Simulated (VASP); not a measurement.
A run of VASP 6.6.1:

INCAR

```
SYSTEM = MgO
ALGO = Normal
EDIFF = 1E-6
ENCUT = 520
GGA = CA
ISIF = 2
ISMEAR = 0
LASPH = .True.
LCHARG = .False.
LREAL = .False.
LWAVE = .False.
NBANDS = 11
NELM = 100
PREC = Accurate
SIGMA = 0.01
```

File KPOINTS:

```
k-points
0
Gamma
  7 7 6
  0 0 0
```

The input POSCAR:

```
MgO
1.0
    2.9116686253      0.0000000000      0.0000000000
   -1.4558343127      2.5215790397      0.0000000000
    0.0000000000      0.0000000000      2.6556457008
Mg O
1 1
Direct
    0.0000000000      0.0000000000      0.0000000000
    0.3333333333      0.6666666667      0.5000000000
```

Potentials or basis: VASP PAW LDA potentials, release 64 (Mg, O).

Command:

```sh
$ cat potpaw_LDA.64/Mg/POTCAR potpaw_LDA.64/O/POTCAR > POTCAR
$ mpirun -np 1 vasp_std > vasp.out
```

Hardware: 1 thread of Intel(R) Xeon(R) Platinum 8259CL CPU @ 2.50GHz (Skylake/Cascade Lake) (shared host).

Q: Estimate the wall time of this run.

A: Wall time 4.2 s on 1 thread of Intel(R) Xeon(R) Platinum 8259CL CPU @ 2.50GHz (Skylake/Cascade Lake) (shared host), peak memory 0.12 GiB. Counts: scf iterations 12, k points 32.
